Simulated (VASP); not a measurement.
# Sb (Fm-3m) in VASP: further runs

The runs below take Sb through single point, with PBEsol.

Program: VASP 6.6.1. These are calculated values, not measurements. Logs are shortened: lines on timing, memory, paths and dates and some standing lists are left out, and cuts for length are marked.

### 1 The cell of the first run

The structure is cubic, space group Fm-3m (No. 225). The conventional cell has a = 4.516 Å, b = 4.516 Å, c = 4.516 Å, α = 90.00°, β = 90.00°, γ = 90.00°. Within 4.2 Å of Sb (site symmetry m-3m) lie 12 Sb at 3.19 Å.

### 2 Single point, PBEsol (volume scaled by 0.94)

INCAR

```
  PREC = Accurate
  ENCUT = 520
  EDIFF = 1E-6
  ISMEAR = -1
  SIGMA = 0.03
  LREAL = F
  LASPH = T
  NELM = 80
  ALGO = Normal
  ISIF = 2
  LWAVE = F
  LCHARG = F
  GGA = PS
  NBANDS = 8
```

KPOINTS

```
Automatic mesh
0
Gamma
  14 14 14
```

POSCAR

```
Sb
1.0
    0.0000000000      2.2579459806      2.2579459806
    2.2579459806      0.0000000000      2.2579459806
    2.2579459806      2.2579459806      0.0000000000
Sb
1
Direct
    0.0000000000      0.0000000000      0.0000000000
```

Potentials or basis: VASP PAW PBE potentials, release 64 (Sb).

Launch:

```bash
$ cat potpaw_PBE.64/Sb/POTCAR > POTCAR
$ mpirun -np 1 vasp_std > vasp.out
```

OUTCAR:

```text
PREC = Accurate
   ENCUT = 520
   EDIFF = 1E-6
   ISMEAR = -1
   LREAL = F
   LASPH = T
   NELM = 80
   ISIF = 2
   GGA = PS

 ion  position               nearest neighbor table
   1  0.000  0.000  0.000-

  LATTYP: Found a face centered cubic cell.
 ALAT       =     4.5158919612

  Lattice vectors:

 A1 = (   0.0000000000,   2.2579459806,   2.2579459806)
 A2 = (   2.2579459806,   0.0000000000,   2.2579459806)
 A3 = (   2.2579459806,   2.2579459806,   0.0000000000)

Analysis of symmetry for initial positions (statically):
=====================================================================
 Subroutine PRICEL returns:
 Original cell was already a primitive cell.

 Routine SETGRP: Setting up the symmetry group for a
 face centered cubic supercell.

 Subroutine GETGRP returns: Found 48 space group operations
 (whereof 48 operations were pure point group operations)
 out of a pool of 48 trial point group operations.

The static configuration has the point symmetry O_h .

Analysis of symmetry for dynamics (positions and initial velocities):
=====================================================================
 Subroutine PRICEL returns:
 Original cell was already a primitive cell.

 Routine SETGRP: Setting up the symmetry group for a
 face centered cubic supercell.

 Subroutine GETGRP returns: Found 48 space group operations
 (whereof 48 operations were pure point group operations)
 out of a pool of 48 trial point group operations.

The dynamic configuration has the point symmetry O_h .

 Subroutine INISYM returns: Found 48 space group operations
 (whereof 48 operations are pure point group operations),
 and found     1 'primitive' translations

----------------------------------------------------------------------------------------

                                     Primitive cell

  volume of cell :      23.0235

  direct lattice vectors                    reciprocal lattice vectors
     0.000000000  2.257945981  2.257945981    -0.221440196  0.221440196  0.221440196
     2.257945981  0.000000000  2.257945981     0.221440196 -0.221440196  0.221440196
     2.257945981  2.257945981  0.000000000     0.221440196  0.221440196 -0.221440196

  length of vectors
     3.193217829  3.193217829  3.193217829     0.383545670  0.383545670  0.383545670

  position of ions in fractional coordinates (direct lattice)
     0.000000000  0.000000000  0.000000000

  ion indices of the primitive-cell ions
   primitive index   ion index
                 1           1

----------------------------------------------------------------------------------------

 KPOINTS: Automatic mesh

Automatic generation of k-mesh.
 Grid dimensions read from file:
 generate k-points for:   14   14   14

 Generating k-lattice:

  Cartesian coordinates                     Fractional coordinates (reciprocal lattice)
    -0.015817157  0.015817157  0.015817157     0.071428571  0.000000000  0.000000000
     0.015817157 -0.015817157  0.015817157     0.000000000  0.071428571  0.000000000
     0.015817157  0.015817157 -0.015817157     0.000000000  0.000000000  0.071428571

  Length of vectors
     0.027396119  0.027396119  0.027396119

  Shift w.r.t. Gamma in fractional coordinates (k-lattice)
     0.000000000  0.000000000  0.000000000

 Subroutine IBZKPT returns following result:
 ===========================================

 Found    104 irreducible k-points:

 Following reciprocal coordinates:
            Coordinates               Weight
  0.000000  0.000000  0.000000      1.000000
  0.071429  0.000000  0.000000      8.000000
  0.142857  0.000000  0.000000      8.000000
  0.214286  0.000000  0.000000      8.000000
  0.285714  0.000000  0.000000      8.000000
  0.357143  0.000000  0.000000      8.000000
[... 16 lines left out ...]
  0.214286  0.142857  0.000000     24.000000
  0.285714  0.142857  0.000000     24.000000
 [... further k-points ...]
   k-points           NKPTS =    104   k-points in BZ     NKDIM =    104   number of bands    NBANDS=      8
   number of dos      NEDOS =    301   number of ions     NIONS =      1
   total plane-waves  NPLWV =  13824
   dimension x,y,z NGX =    24 NGY =   24 NGZ =   24
   dimension x,y,z NGXF=    48 NGYF=   48 NGZF=   48
   ions per type =               1
   NGX,Y,Z   is equivalent  to a cutoff of  12.49, 12.49, 12.49 a.u.
   NGXF,Y,Z  is equivalent  to a cutoff of  24.99, 24.99, 24.99 a.u.
 SYSTEM =  unknown system
   PREC   = accura    normal or accurate (medium, high low for compatibility)
   ISTART =      0    job   : 0-new  1-cont  2-samecut
   ICHARG =      2    charge: 1-file 2-atom 10-const
   ISPIN  =      1    spin polarized calculation?
   LNONCOLLINEAR =      F non collinear calculations
   LSORBIT =      F    spin-orbit coupling
   LASPH  =      T    aspherical Exc in radial PAW
   ENCUT  =  520.0 eV  38.22 Ry    6.18 a.u.   5.94  5.94  5.94*2*pi/ulx,y,z
   NELM   =     80;   NELMIN=  2; NELMDL= -5     # of ELM steps
   EDIFF  = 0.1E-05   stopping-criterion for ELM
   LREAL  =      F    real-space projection
   EDIFFG = 0.1E-04   stopping-criterion for IOM
   NSW    =      0    number of steps for IOM
   IBRION =     -1    ionic relax: 0-MD 1-quasi-New 2-CG
   NFREE  =      0    steps in history (QN), initial steepest desc. (CG)
   ISIF   =      2    stress and relaxation
   ISYM   =      2    0-nonsym 1-usesym 2-fastsym
   POTIM  = 0.5000    time-step for ionic-motion
   TEBEG  =    0.0;   TEEND  =   0.0 temperature during run
   PSTRESS=    0.0 pullay stress
   NELECT =       5.0000    total number of electrons
   NUPDOWN=      -1.0000    fix difference up-down
   EMIN   =  10.00;   EMAX   =-10.00  energy-range for DOS
   EFERMI =   0.00;   METHOD = LEGACY
   ISMEAR =    -1;   SIGMA  =   0.03  broadening in eV -4-tet -1-fermi 0-gaus
   EFERMI_NEDOS =   21; number of points for ismear=-14 and -15
   IALGO  =     38    algorithm
   IMIX   =      4    mixing-type and parameters
     AMIX     =   0.40;   BMIX     =  1.00
     AMIX_MAG =   1.60;   BMIX_MAG =  1.00
  volume/ion in A,a.u.               =      23.02       155.37
  Fermi-wavevector in a.u.,A,eV,Ry     =   0.984029  1.859545 13.174703  0.968313
  Thomas-Fermi vector in A             =   2.115231
   LORBIT       =      0    0 simple, 1 ext, 2 COOP (PROOUT), +10 PAW based schemes
   GGA     = PS    functional components
   LHFCALC =     F    Hartree Fock is set to
   AEXX    =    0.0000 exact exchange contribution
   IVDW    =     0    specifies the selected vdW correction
   LEPSILON=     F    determine dielectric tensor
   LRPA    =     F    only Hartree local field effects (RPA)
 non-spin polarized calculation
  energy-cutoff  :      520.00
  volume of cell :       23.02
 maximum number of plane-waves:       636
   NGX = 11   NGY = 11   NGZ = 11

 number of electron       5.0000000 magnetization

 Free energy of the ion-electron system (eV)
  ---------------------------------------------------
  ext. energy  EPLUGINS =         0.00000000
  ---------------------------------------------------
  free energy    TOTEN  =        -4.19051370 eV

  energy without entropy =       -4.18811633  energy(sigma->0) =       -4.18931501

 E-fermi :  10.5933     XC(G=0): -11.0252

 val. band max:       10.5877468645   @ k =   0.5000   0.2143   0.0000
 cond. band min:      10.6076746434   @ k =  -0.2857   0.2143   0.0714
 fundamental gap:      0.0199277789
 Fermi energy:        10.5932983094

 k-point     1 :       0.0000    0.0000    0.0000
  band No.  band energies     occupation
      1      -3.7135      2.00000
      2      17.1102      0.00000
      3      17.1102      0.00000
      4      17.1102      0.00000
      5      20.7673      0.00000
      6      21.1032      0.00000
      7      21.1032      0.00000
      8      21.1032      0.00000

 k-point     2 :       0.0714    0.0000    0.0000
  band No.  band energies     occupation
      1      -3.5967      2.00000
      2      15.8803      0.00000
      3      16.9214      0.00000
      4      16.9214      0.00000
      5      19.9802      0.00000
      6      21.3948      0.00000
      7      21.3948      0.00000
      8      22.7797      0.00000

 k-point     3 :       0.1429    0.0000    0.0000
  band No.  band energies     occupation
      1      -3.2467      2.00000
      2      13.5073      0.00000
      3      16.4903      0.00000
      4      16.4903      0.00000
      5      19.6321      0.00000
      6      22.0157      0.00000
      7      22.0157      0.00000
      8      23.7884      0.00000

 k-point     4 :       0.2143    0.0000    0.0000
  band No.  band energies     occupation
      1      -2.6653      2.00000
      2      11.0011      0.00000
      3      16.0109      0.00000
      4      16.0109      0.00000
      5      19.4386      0.00000
      6      21.9438      0.00000
      7      21.9438      0.00000
      8      23.2131      0.00000

 k-point     5 :       0.2857    0.0000    0.0000
  band No.  band energies     occupation
      1      -1.8588      2.00000
      2       8.6114      2.00000
      3      15.5867      0.00000
      4      15.5867      0.00000
      5      19.3647      0.00000
      6      21.2332      0.00000
      7      21.2332      0.00000
      8      22.1635      0.00000
[... 177 lines left out ...]
 k-point    22 :       0.1429    0.1429    0.0000
  band No.  band energies     occupation
      1      -3.0907      2.00000
      2      14.9708      0.00000
      3      14.9708      0.00000
      4      15.1377      0.00000
      5      18.0578      0.00000
      6      20.6242      0.00000
      7      23.7173      0.00000
      8      23.7173      0.00000

 k-point    23 :       0.2143    0.1429    0.0000
  band No.  band energies     occupation
      1      -2.6634      2.00000
      2      12.8386      0.00000
      3      14.3371      0.00000
      4      15.0435      0.00000
      5      18.0605      0.00000
      6      19.6055      0.00000
      7      23.8852      0.00000
      8      24.4383      0.00000

 k-point    24 :       0.2857    0.1429    0.0000
  band No.  band energies     occupation
      1      -2.0070      2.00000
      2      10.4643      1.97327
      3      13.8780      0.00000
      4      14.4554      0.00000
      5      18.0040      0.00000
      6      19.9218      0.00000
      7      23.7328      0.00000
      8      23.9966      0.00000

 [... further k-points ...]
[... 5 lines left out ...]
  --------------------------------------------------------------------------------------
  -------------------------------------------------------------------------------------
  Total        1.6762976      1.6762976      1.6762976     -0.0000000     -0.0000000     -0.0000000
  in kB      116.6517003    116.6517003    116.6517003     -0.0000000     -0.0000000     -0.0000000
  external PRESSURE =     116.6517003 kB  Pullay stress =       0.0000000 kB

 VOLUME and BASIS-vectors are now :
 -----------------------------------------------------------------------------
  energy-cutoff  :      520.00
  volume of cell :       23.02
      direct lattice vectors                 reciprocal lattice vectors
     0.000000000  2.257945981  2.257945981    -0.221440196  0.221440196  0.221440196
     2.257945981  0.000000000  2.257945981     0.221440196 -0.221440196  0.221440196
     2.257945981  2.257945981  0.000000000     0.221440196  0.221440196 -0.221440196

 POSITION                                       TOTAL-FORCE (eV/Angst)
 -----------------------------------------------------------------------------------
      0.00000      0.00000      0.00000         0.000000      0.000000     -0.000000
 -----------------------------------------------------------------------------------
    total drift:                                0.000000     -0.000000     -0.000000

  FREE ENERGIE OF THE ION-ELECTRON SYSTEM (eV)
  ---------------------------------------------------
  free  energy   TOTEN  =        -4.1905136967 eV

  energy  without entropy=       -4.1881163284  energy(sigma->0) =       -4.18931501
```

Wall time 5.2 s (1 thread of Intel Xeon 6975P-C (Granite Rapids), shared host); peak memory 0.14 GiB.

Results:

```
Free energy : -4.1905 eV
Pressure    : 11.7 GPa
```

Levels at points of the mesh, in eV from the Fermi level:
```csv
k point,band 1,band 2,band 3,band 4,band 5
"(0.00, 0.00, 0.00)",-14.31,6.52,6.52,6.52,10.17
"(0.50, 0.00, 0.00)",-9.61,-6.93,4.40,4.40,9.26
"(0.50, 0.50, 0.00)",-7.51,-5.86,0.37,0.37,4.30
```

Caveat: the PAW data sets were made with another functional, which shifts forces and pressure a little; spin-orbit coupling is left out, which moves the levels of the heavy elements.

### 3 Single point, PBEsol (volume scaled by 0.98)

INCAR

```
PREC = Accurate
ENCUT = 520
EDIFF = 1E-7
ISMEAR = -1
SIGMA = 0.03
LREAL = F
LASPH = T
NELM = 60
ALGO = Normal
ISIF = 2
LWAVE = F
LCHARG = T
GGA = PS
LELF = T
LVHAR = T
NBANDS = 8
```

KPOINTS

```
regular mesh
0
Gamma
  14 14 14
```

POSCAR

```
Sb
1.0
    0.0000000000      2.2895297352      2.2895297352
    2.2895297352      0.0000000000      2.2895297352
    2.2895297352      2.2895297352      0.0000000000
Sb
1
Direct
    0.0000000000      0.0000000000      0.0000000000
```

Potentials or basis: VASP PAW PBE potentials, release 64 (Sb).

Launch:

```bash
$ cat potpaw_PBE.64/Sb/POTCAR > POTCAR
$ mpirun -np 1 vasp_std > vasp.out
```

Wall time 7.3 s (1 thread of Intel Xeon 6975P-C (Granite Rapids), shared host); peak memory 0.15 GiB.

It converged, with:

```yaml
Free_energy: -4.2474 eV
Pressure: 7.1 GPa
```

Levels at points of the mesh, in eV from the Fermi level:
```
           k point  band 1  band 2  band 3  band 4  band 5  band 6
(0.00, 0.00, 0.00)  -13.93    6.17    6.17    6.17   10.20   10.36
(0.50, 0.00, 0.00)   -9.50   -6.63    4.18    4.18    8.95    9.40
(0.50, 0.50, 0.00)   -7.52   -5.61    0.37    0.37    4.23    4.55
```

Caveat: the PAW data sets were made with another functional, which shifts forces and pressure a little; spin-orbit coupling is left out, which moves the levels of the heavy elements.

### 4 Single point, PBEsol (volume scaled by 1.01)

INCAR

```
ALGO = Normal
EDIFF = 1E-7
ENCUT = 520
GGA = PS
ISIF = 2
ISMEAR = -1
LASPH = T
LCHARG = F
LREAL = F
LWAVE = F
NBANDS = 8
NELM = 100
PREC = Accurate
SIGMA = 0.03
```

KPOINTS

```
k-points
0
Gamma
  14 14 14
```

POSCAR

```
Sb
1.0
    0.0000000000      2.3126578636      2.3126578636
    2.3126578636      0.0000000000      2.3126578636
    2.3126578636      2.3126578636      0.0000000000
Sb
1
Direct
    0.0000000000      0.0000000000      0.0000000000
```

Launch:

```bash
$ cat potpaw_PBE.64/Sb/POTCAR > POTCAR
$ mpirun -np 1 vasp_std > vasp.out
```

Run time: 6.2 s. Hardware: 1 thread of Intel Xeon 6975P-C (Granite Rapids), shared host; peak memory 0.14 GiB.

Results (log left out):

| Property | Result |
| --- | --- |
| Free energy | -4.2732 eV |
| Pressure | 4.2 GPa |

Levels at points of the mesh, in eV from the Fermi level:
| k point | band 1 | band 2 | band 3 | band 4 | band 5 |
| --- | --- | --- | --- | --- | --- |
| (0.00, 0.00, 0.00) | -13.67 | 5.93 | 5.93 | 5.93 | 10.21 |
| (0.50, 0.00, 0.00) | -9.42 | -6.42 | 4.02 | 4.02 | 8.73 |
| (0.50, 0.50, 0.00) | -7.54 | -5.43 | 0.36 | 0.36 | 4.19 |

Caveat: the PAW data sets were made with another functional, which shifts forces and pressure a little; spin-orbit coupling is left out, which moves the levels of the heavy elements.

### 5 Single point, PBEsol (volume scaled by 1.04)

INCAR

```
ALGO = Normal ; EDIFF = 1E-6
ENCUT = 520 ; GGA = PS
ISIF = 2 ; ISMEAR = -1
LASPH = True ; LCHARG = False
LREAL = False ; LWAVE = False
NBANDS = 8 ; NELM = 80
PREC = Accurate ; SIGMA = 0.03
```

KPOINTS is that of step 4.

POSCAR

```
Sb
1.0
    0.0000000000      2.3353324258      2.3353324258
    2.3353324258      0.0000000000      2.3353324258
    2.3353324258      2.3353324258      0.0000000000
Sb
1
Direct
    0.0000000000      0.0000000000      0.0000000000
```

Launch:

```bash
$ cat potpaw_PBE.64/Sb/POTCAR > POTCAR
$ mpirun -np 1 vasp_std > vasp.out
```

Wall time 8.9 s (1 thread of Intel Xeon 6975P-C (Granite Rapids), shared host); peak memory 0.16 GiB.

It converged, with:

```
Free energy : -4.2870 eV
Pressure    : 1.8 GPa
```

Levels at points of the mesh, in eV from the Fermi level:
```
           k point  band 1  band 2  band 3  band 4  band 5  band 6  band 7
(0.00, 0.00, 0.00)  -13.43    5.69    5.69    5.69   10.14   10.14   10.14
(0.50, 0.00, 0.00)   -9.35   -6.23    3.86    3.86    8.51    9.23    9.23
(0.50, 0.50, 0.00)   -7.57   -5.27    0.35    0.35    4.14    4.56   17.96
```

Caveat: the PAW data sets were made with another functional, which shifts forces and pressure a little; spin-orbit coupling is left out, which moves the levels of the heavy elements.

### 6 Overview

| cell | gap on the mesh (eV) | pressure (GPa) |
| --- | --- | --- |
| a = 3.193 Å, angles 60.0°, 1 atom | none | 11.7 |
| a = 3.238 Å, angles 60.0°, 1 atom | none | 7.1 |
| a = 3.271 Å, angles 60.0°, 1 atom | none | 4.2 |
| a = 3.303 Å, angles 60.0°, 1 atom | none | 1.8 |

Alike in all rows: task single point; level PBEsol; potentials or basis VASP PAW PBE potentials, release 64 (Sb); no spin polarisation; k mesh 14 × 14 × 14; cutoff (eV) 520; smearing fermi-dirac 0.03 eV.

Caveats: the PAW data sets were made with another functional, which shifts forces and pressure a little; spin-orbit coupling is left out, which moves the levels of the heavy elements.

Absolute energies hang on the potentials; compare differences alone.
